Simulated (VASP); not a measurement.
# Sr3CdF2: relaxation of cell and atoms with PBE

The system is Sr3CdF2.

```
CELL_PARAMETERS angstrom
7.13697 0.00000 0.00000
-3.56849 6.18080 0.00000
0.00000 0.00000 3.45584
ATOMIC_POSITIONS crystal
Sr 0.50000 0.00000 0.50000
Sr 0.50000 0.50000 0.50000
Sr 0.00000 0.50000 0.50000
Cd 0.00000 0.00000 0.00000
F 0.33333 0.66667 0.00000
F 0.66667 0.33333 0.00000
```

```
Program                : VASP 6.6.1
Task                   : relaxation of cell and atoms
Functional             : PBE
Potentials or basis    : VASP PAW PBE potentials, release 64 (Sr_sv, Cd, F)
Cutoff                 : 600 eV
k mesh                 : 6 × 6 × 12
Occupations            : gaussian, width 0.1 eV
Spin                   : no spin polarisation
Dipole correction      : no
Further INCAR settings : ALGO = Normal; EDIFF = 1e-06; IBRION = 2; EDIFFG = -0.01; NSW = 100; ISIF = 3
```

```yaml
Relaxed_volume: 25.49 Å³/atom
Relaxed_cell: a = 7.146 Å, b = 7.146 Å, c = 3.458 Å, α = 90.00°, β = 90.00°, γ = 120.00°
Space_group_after_relaxing_to_0.05_Å: P6/mmm (No. 191)
Energy_gained_by_relaxing: 0.0 meV/atom
Ionic_steps: 2
Pressure_after_relaxing: 0.0 GPa
Band_gap_on_the_k_mesh: zero (band 28 reaches 4.07 eV, above the bottom of band 29 at 3.10 eV)
```

Step by step:
| step | energy change (eV) | largest force (eV/Å) | pressure (GPa) | volume (Å³) |
| --- | --- | --- | --- | --- |
| 1 | 0.0000 | 0.0000 | 0.13 | 152.44 |
| 2 | -0.0003 | 0.0000 | 0.05 | 152.91 |

Final structure:
```cif
data_structure
_symmetry_space_group_name_H-M 'P 1'
_symmetry_Int_Tables_number 1
_cell_length_a 7.1458
_cell_length_b 7.1458
_cell_length_c 3.4579
_cell_angle_alpha 90.000
_cell_angle_beta 90.000
_cell_angle_gamma 120.000
_cell_volume 152.91
loop_
_atom_site_label
_atom_site_type_symbol
_atom_site_fract_x
_atom_site_fract_y
_atom_site_fract_z
_atom_site_occupancy
Sr1 Sr 0.50000 0.00000 0.50000 1
Sr2 Sr 0.50000 0.50000 0.50000 1
Sr3 Sr 0.00000 0.50000 0.50000 1
Cd1 Cd 0.00000 0.00000 0.00000 1
F1 F 0.33333 0.66667 0.00000 1
F2 F 0.66667 0.33333 0.00000 1
```

Levels at points of the mesh, in eV from the Fermi level:
| k point | band 24 | band 25 | band 26 | band 27 | band 28 | band 29 | band 30 | band 31 | band 32 | band 33 |
| --- | --- | --- | --- | --- | --- | --- | --- | --- | --- | --- |
| (0.00, 0.00, 0.00) | -7.61 | -7.61 | -4.70 | -0.61 | -0.03 | -0.03 | -0.03 | 0.25 | 0.25 | 0.68 |
| (0.50, 0.00, 0.00) | -7.80 | -7.63 | -4.09 | -2.05 | -0.82 | 0.00 | 0.25 | 0.86 | 1.13 | 1.47 |
| (0.00, 0.00, 0.50) | -7.59 | -7.59 | -1.42 | -1.25 | -0.34 | -0.34 | 0.66 | 0.66 | 1.40 | 1.67 |
| (0.50, 0.00, 0.50) | -7.75 | -7.64 | -1.88 | -0.47 | 0.10 | 0.53 | 1.19 | 1.63 | 1.68 | 1.82 |

Wall time 5.6 min on 1 thread of AMD EPYC 9R45 96-Core Processor (Zen 5), with other jobs on the host, peak memory 0.49 GiB.
